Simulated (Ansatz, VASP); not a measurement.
**One calculation of Mg4Ge3N, two programs**

```xyz
8
Lattice="3.1987 0.0000 0.0000 -1.5994 2.7702 0.0000 0.0000 0.0000 15.7856" Properties=species:S:1:pos:R:3 pbc="T T T"
Mg    1.5994    0.9234   14.7464
Mg    0.0000    1.8468    1.0392
Mg    1.5994    0.9234   10.1257
Mg    0.0000    1.8468    5.6599
Ge    0.0000    0.0000    7.8928
Ge    1.5994    0.9234    3.4859
Ge    0.0000    1.8468   12.2997
N     0.0000    0.0000    0.0000
```

Alike in both runs: functional PBE; k mesh 12 × 12 × 2; occupations gaussian, width 0.1 eV; no spin polarisation.

Ansatz relaxed the structure, and its values are those at the end. VASP's run is a single point on that final structure, the one shown.

|  | VASP | Ansatz |
| --- | --- | --- |
| version | VASP 6.6.1 | Ansatz 0.2.0 |
| potentials or method | VASP PAW PBE potentials, release 64 (Mg, Ge_d, N), cutoff 520 eV | scalar-relativistic, plane waves, PAW |
| valence electrons in the cell | 55 | 87 |

|  | VASP | Ansatz | Ansatz less VASP |
| --- | --- | --- | --- |
| gap on the k mesh at the Fermi level (eV) | none | none | - |
| pressure (GPa) | -0.2 | 0.0 | +0.18 |
| rms of the force components (eV/Å) | 0.009 | 0.000 | -0.0091 |

A gap of «none» marks a metal or a gap that the smearing closes. VASP's potentials hold 55 valence electrons a cell and Ansatz's 87, so a difference there can come from the potentials and not from the codes.
